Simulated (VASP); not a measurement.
# Ta (Im-3m) in VASP: further runs, part 2 of 2

VASP 6.6.1. Earlier steps stand in the parts before.

## Step 4: Single point, LDA

This run uses another cell than the first one, of 17.12 Å³/atom, 0.992 times its volume.

Contents of INCAR:

```
SYSTEM = Ta
PREC = Accurate ; ENCUT = 520
EDIFF = 1E-6 ; ISMEAR = 0
SIGMA = 0.1 ; LREAL = .False.
LASPH = .True. ; NELM = 100
ALGO = Fast ; ISIF = 2
LWAVE = .False. ; LCHARG = .False.
GGA = CA ; NBANDS = 12
```

Contents of KPOINTS:

```
Automatic mesh
0
Gamma
  8 8 8
  0 0 0
```

Contents of POSCAR:

```
Ta
1.0
   -1.6234849723      1.6234849723      1.6234849723
    1.6234849723     -1.6234849723      1.6234849723
    1.6234849723      1.6234849723     -1.6234849723
Ta
1
Direct
    0.0000000000      0.0000000000      0.0000000000
```

Potentials or basis: VASP PAW LDA potentials, release 64 (Ta_pv).

Started as:

```sh
$ cat potpaw_LDA.64/Ta_pv/POTCAR > POTCAR
$ mpirun -np 1 vasp_std > vasp.out
```

OUTCAR:

```text
SYSTEM = Ta
   PREC = Accurate
   ENCUT = 520
   EDIFF = 1E-6
   ISMEAR = 0
   LREAL = .False.
   LASPH = .True.
   NELM = 100
   ISIF = 2
   GGA = CA

 ion  position               nearest neighbor table
   1  0.000  0.000  0.000-

  LATTYP: Found a body centered cubic cell.
 ALAT       =     3.2469699446

  Lattice vectors:

 A1 = (  -1.6234849723,   1.6234849723,   1.6234849723)
 A2 = (   1.6234849723,  -1.6234849723,   1.6234849723)
 A3 = (   1.6234849723,   1.6234849723,  -1.6234849723)

[... 531 lines left out ...]
      4       2.9270      2.00000
      5       3.6743      2.00000
      6       7.1133      0.00000
      7       7.8519      0.00000
      8      11.5209      0.00000
      9      11.7339      0.00000
     10      19.6851      0.00000
     11      20.6557      0.00000
     12      23.0670      0.00000

 [... further k-points ...]
[... 5 lines left out ...]
  --------------------------------------------------------------------------------------
  -------------------------------------------------------------------------------------
  Total        0.1149106      0.1149106      0.1149106      0.0000000     -0.0000000      0.0000000
  in kB       10.7563771     10.7563771     10.7563771      0.0000000     -0.0000000      0.0000000
  external PRESSURE =      10.7563771 kB  Pullay stress =       0.0000000 kB

 VOLUME and BASIS-vectors are now :
 -----------------------------------------------------------------------------
  energy-cutoff  :      520.00
  volume of cell :       17.12
      direct lattice vectors                 reciprocal lattice vectors
    -1.623484972  1.623484972  1.623484972     0.000000000  0.307979445  0.307979445
     1.623484972 -1.623484972  1.623484972     0.307979445  0.000000000  0.307979445
     1.623484972  1.623484972 -1.623484972     0.307979445  0.307979445  0.000000000

 POSITION                                       TOTAL-FORCE (eV/Angst)
 -----------------------------------------------------------------------------------
      0.00000      0.00000      0.00000        -0.000000      0.000000      0.000000
 -----------------------------------------------------------------------------------
    total drift:                               -0.000000      0.000000      0.000000

  FREE ENERGIE OF THE ION-ELECTRON SYSTEM (eV)
  ---------------------------------------------------
  free  energy   TOTEN  =       -12.8674113483 eV

  energy  without entropy=      -12.8637179489  energy(sigma->0) =      -12.86556465
```

stdout:

```text
POSCAR found type information on POSCAR Ta
 POSCAR found :  1 types and       1 ions
 scaLAPACK will be used
 LDA part: xc-table for (Slater(with rela. corr.)+CA(PZ))
 , standard interpolation
 POSCAR, INCAR and KPOINTS ok, starting setup
 FFT: planning ... GRIDC
 FFT: planning ... GRID_SOFT
 FFT: planning ... GRID
 WAVECAR not read
 entering main loop
```

It took 3 s on 1 thread of Intel Xeon 6975P-C (Granite Rapids), shared host; peak memory 0.13 GiB.

What came out:

```yaml
Free_energy: -12.8674 eV
Pressure: 1.1 GPa
```

Levels at points of the mesh, in eV from the Fermi level:
```tsv
k point	band 1	band 2	band 3	band 4	band 5	band 6	band 7	band 8	band 9	band 10
(0.00, 0.00, 0.00)	-32.62	-32.62	-32.62	-7.96	0.74	0.74	0.74	4.18	4.18	15.38
(0.50, 0.00, 0.00)	-34.03	-33.08	-32.64	-4.53	-1.67	2.06	4.10	5.17	8.33	12.33
(0.50, 0.50, 0.50)	-33.60	-33.60	-33.60	-4.06	-4.06	7.28	7.28	7.28	9.30	9.30
```

Caveat: spin-orbit coupling is left out, which moves the levels of the heavy elements.

## Step 5: Single point, LDA

This run uses another cell than the first one, of 17.21 Å³/atom, 0.997 times its volume.

Contents of INCAR:

```
ALGO = Normal
EDIFF = 1E-7
ENCUT = 520
GGA = CA
ISIF = 2
ISMEAR = 0
LASPH = True
LCHARG = False
LREAL = False
LWAVE = False
NBANDS = 12
NELM = 100
PREC = Accurate
SIGMA = 0.1
```

Contents of KPOINTS:

```
k-points
0
Gamma
  16 16 16
```

Contents of POSCAR:

```
Ta
1.0
   -1.6263503647      1.6263503647      1.6263503647
    1.6263503647     -1.6263503647      1.6263503647
    1.6263503647      1.6263503647     -1.6263503647
Ta
1
Direct
    0.0000000000      0.0000000000      0.0000000000
```

Started as:

```sh
$ cat potpaw_LDA.64/Ta_pv/POTCAR > POTCAR
$ mpirun -np 1 vasp_std > vasp.out
```

It took 8.5 s on 1 thread of Intel Xeon 6975P-C (Granite Rapids), shared host; peak memory 0.15 GiB.

Results (log left out):

```yaml
Free_energy: -12.8272 eV
Pressure: 0.8 GPa
```

Levels at points of the mesh, in eV from the Fermi level:
| k point | band 2 | band 3 | band 4 | band 5 | band 6 | band 7 | band 8 | band 9 |
| --- | --- | --- | --- | --- | --- | --- | --- | --- |
| (0.00, 0.00, 0.00) | -32.71 | -32.71 | -8.00 | 0.68 | 0.68 | 0.68 | 4.10 | 4.10 |
| (0.50, 0.00, 0.00) | -33.15 | -32.72 | -4.57 | -1.72 | 1.97 | 4.01 | 5.08 | 8.22 |
| (0.50, 0.50, 0.50) | -33.67 | -33.67 | -4.09 | -4.09 | 7.18 | 7.18 | 7.18 | 9.19 |

Caveat: spin-orbit coupling is left out, which moves the levels of the heavy elements.

## Step 6: Single point, LDA

Contents of INCAR:

```
SYSTEM = Ta
PREC = Accurate
ENCUT = 520
EDIFF = 1E-6
ISMEAR = -1
SIGMA = 0.15
LREAL = .FALSE.
LASPH = .TRUE.
NELM = 60
ALGO = Normal
ISIF = 2
LWAVE = .FALSE.
LCHARG = .FALSE.
NBANDS = 12
```

Contents of KPOINTS:

```
Automatic mesh
0
G
  16 16 16
  0 0 0
```

Contents of POSCAR:

```
Ta
1.0
   -1.6277989839      1.6277989839      1.6277989839
    1.6277989839     -1.6277989839      1.6277989839
    1.6277989839      1.6277989839     -1.6277989839
Ta
1
Direct
    0.0000000000      0.0000000000      0.0000000000
```

Potentials or basis: VASP PAW LDA potentials, release 64 (Ta_pv).

Started as:

```sh
$ cat potpaw_LDA.64/Ta_pv/POTCAR > POTCAR
$ mpirun -np 1 vasp_std > vasp.out
```

OUTCAR:

```text
SYSTEM = Ta
   PREC = Accurate
   ENCUT = 520
   EDIFF = 1E-6
   ISMEAR = -1
   LREAL = .FALSE.
   LASPH = .TRUE.
   NELM = 60
   ISIF = 2

 ion  position               nearest neighbor table
   1  0.000  0.000  0.000-

  LATTYP: Found a body centered cubic cell.
 ALAT       =     3.2555979678

  Lattice vectors:

 A1 = (  -1.6277989839,   1.6277989839,   1.6277989839)
 A2 = (   1.6277989839,  -1.6277989839,   1.6277989839)
 A3 = (   1.6277989839,   1.6277989839,  -1.6277989839)

Analysis of symmetry for initial positions (statically):
=====================================================================
 Subroutine PRICEL returns:
 Original cell was already a primitive cell.

 Routine SETGRP: Setting up the symmetry group for a
 body centered cubic supercell.

 Subroutine GETGRP returns: Found 48 space group operations
 (whereof 48 operations were pure point group operations)
 out of a pool of 48 trial point group operations.

The static configuration has the point symmetry O_h .

Analysis of symmetry for dynamics (positions and initial velocities):
=====================================================================
[... 160 lines left out ...]
 fundamental gap:      0.0274461898
 Fermi energy:         5.7908585041

 k-point     1 :       0.0000    0.0000    0.0000
  band No.  band energies     occupation
      1     -26.9629      2.00000
      2     -26.9629      2.00000
      3     -26.9629      2.00000
      4      -2.2406      2.00000
      5       6.4323      0.02741
      6       6.4323      0.02741
      7       6.4323      0.02741
      8       9.8453      0.00000
      9       9.8453      0.00000
     10      19.6029      0.00000
     11      21.0372      0.00000
     12      21.0372      0.00000
[... 331 lines left out ...]
 k-point    24 :       0.2500    0.1875    0.0000
  band No.  band energies     occupation
      1     -28.0478      2.00000
      2     -27.4122      2.00000
      3     -27.0828      2.00000
      4       2.0416      2.00000
      5       4.4019      1.99981
      6       5.1547      1.97162
      7       9.1747      0.00000
      8      10.7665      0.00000
      9      12.8436      0.00000
     10      19.1258      0.00000
     11      19.6352      0.00000
     12      21.9499      0.00000

 [... further k-points ...]
[... 5 lines left out ...]
  --------------------------------------------------------------------------------------
  -------------------------------------------------------------------------------------
  Total        0.0920222      0.0920222      0.0920222      0.0000000      0.0000000     -0.0000000
  in kB        8.5455675      8.5455675      8.5455675      0.0000000      0.0000000     -0.0000000
  external PRESSURE =       8.5455675 kB  Pullay stress =       0.0000000 kB

 VOLUME and BASIS-vectors are now :
 -----------------------------------------------------------------------------
  energy-cutoff  :      520.00
  volume of cell :       17.25
      direct lattice vectors                 reciprocal lattice vectors
    -1.627798984  1.627798984  1.627798984     0.000000000  0.307163234  0.307163234
     1.627798984 -1.627798984  1.627798984     0.307163234  0.000000000  0.307163234
     1.627798984  1.627798984 -1.627798984     0.307163234  0.307163234  0.000000000

 POSITION                                       TOTAL-FORCE (eV/Angst)
 -----------------------------------------------------------------------------------
      0.00000      0.00000      0.00000         0.000000      0.000000      0.000000
 -----------------------------------------------------------------------------------
    total drift:                               -0.000000      0.000000      0.000000

  FREE ENERGIE OF THE ION-ELECTRON SYSTEM (eV)
  ---------------------------------------------------
  free  energy   TOTEN  =       -12.8737336518 eV

  energy  without entropy=      -12.7800887880  energy(sigma->0) =      -12.82691122
```

OSZICAR:

```text
N       E                     dE             d eps       ncg     rms          rms(c)
DAV:   1     0.615620505651E+02    0.61562E+02   -0.61165E+03  3496   0.880E+02
DAV:   2    -0.123368657023E+02   -0.73899E+02   -0.71960E+02  3888   0.247E+02
DAV:   3    -0.133347583549E+02   -0.99789E+00   -0.98809E+00  4168   0.272E+01
DAV:   4    -0.133371080483E+02   -0.23497E-02   -0.23496E-02  3760   0.150E+00
DAV:   5    -0.133371150170E+02   -0.69687E-05   -0.69683E-05  4124   0.772E-02    0.145E+01
DAV:   6    -0.129840221377E+02    0.35309E+00   -0.27867E-01  3968   0.541E+00    0.701E+00
DAV:   7    -0.128757327343E+02    0.10829E+00   -0.21693E-01  4020   0.453E+00    0.373E-01
DAV:   8    -0.128737472932E+02    0.19854E-02   -0.44931E-03  3664   0.651E-01    0.664E-02
DAV:   9    -0.128737342597E+02    0.13034E-04   -0.43917E-05  4044   0.704E-02    0.248E-02
DAV:  10    -0.128737336518E+02    0.60790E-06   -0.25245E-06  3748   0.171E-02
   1 F= -.12873734E+02 E0= -.12826911E+02  d E =-.936449E-01
```

stdout:

```text
POSCAR found type information on POSCAR Ta
 POSCAR found :  1 types and       1 ions
 scaLAPACK will be used
 LDA part: xc-table for (Slater(with rela. corr.)+CA(PZ))
 , standard interpolation
 POSCAR, INCAR and KPOINTS ok, starting setup
 FFT: planning ... GRIDC
 FFT: planning ... GRID_SOFT
 FFT: planning ... GRID
 WAVECAR not read
 entering main loop
```

Run time: 9 s. Hardware: 1 thread of Intel Xeon 6975P-C (Granite Rapids), shared host; peak memory 0.15 GiB.

Results:

- Free energy: -12.8737 eV
- Pressure: 0.9 GPa

Levels at points of the mesh, in eV from the Fermi level:
```
           k point  band 4  band 5  band 6  band 7  band 8  band 9
(0.00, 0.00, 0.00)   -8.03    0.64    0.64    0.64    4.05    4.05
(0.50, 0.00, 0.00)   -4.60   -1.74    1.92    3.97    5.03    8.15
(0.50, 0.50, 0.50)   -4.11   -4.11    7.12    7.12    7.12    9.12
```

Caveat: spin-orbit coupling is left out, which moves the levels of the heavy elements.

## Step 7: The runs side by side

| cell | k mesh | smearing | gap on the mesh (eV) | pressure (GPa) |
| --- | --- | --- | --- | --- |
| a = 2.819 Å, angles 109.5°, 1 atom | 16 × 16 × 16 | fermi-dirac 0.15 eV | none | 0.9 |
| a = 2.866 Å, angles 109.5°, 1 atom | 8 × 8 × 8 | gaussian 0.1 eV | none | -11.2 |
| a = 2.812 Å, angles 109.5°, 1 atom | 8 × 8 × 8 | gaussian 0.1 eV | none | 1.1 |
| a = 2.817 Å, angles 109.5°, 1 atom | 16 × 16 × 16 | gaussian 0.1 eV | none | 0.8 |

Alike in all rows: task single point; level LDA; potentials or basis VASP PAW LDA potentials, release 64 (Ta_pv); no spin polarisation; cutoff (eV) 520.

Caveats: spin-orbit coupling is left out, which moves the levels of the heavy elements.

Absolute energies hang on the potentials; compare differences alone.
